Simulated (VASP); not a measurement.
A run of VASP 6.6.1:

The input INCAR:

```
ALGO = Normal
EDIFF = 1E-7
ENCUT = 520
GGA = PE
ISIF = 2
ISMEAR = -1
LASPH = T
LCHARG = T
LELF = T
LREAL = F
LVHAR = T
LWAVE = F
NBANDS = 12
NELM = 60
PREC = Accurate
SIGMA = 0.05
```

The input KPOINTS:

```
k-points
0
Gamma
  18 18 18
```

Contents of POSCAR:

```
Cd
1.0
   -1.5193600378      1.5193600378      1.5193600378
    1.5193600378     -1.5193600378      1.5193600378
    1.5193600378      1.5193600378     -1.5193600378
Cd
1
Direct
    0.0000000000      0.0000000000      0.0000000000
```

Potentials or basis: VASP PAW PBE potentials, release 64 (Cd).

Launch:

```bash
$ cat potpaw_PBE.64/Cd/POTCAR > POTCAR
$ mpirun -np 1 vasp_std > vasp.out
```

Hardware: 1 thread of Intel(R) Xeon(R) Platinum 8488C (Sapphire Rapids), on a shared host.

Q: How long does it take, and how much memory?

A: It took 19 s on 1 thread of Intel(R) Xeon(R) Platinum 8488C (Sapphire Rapids) (shared host), peak memory 0.15 GiB. Counts: scf iterations 13, k points 195.
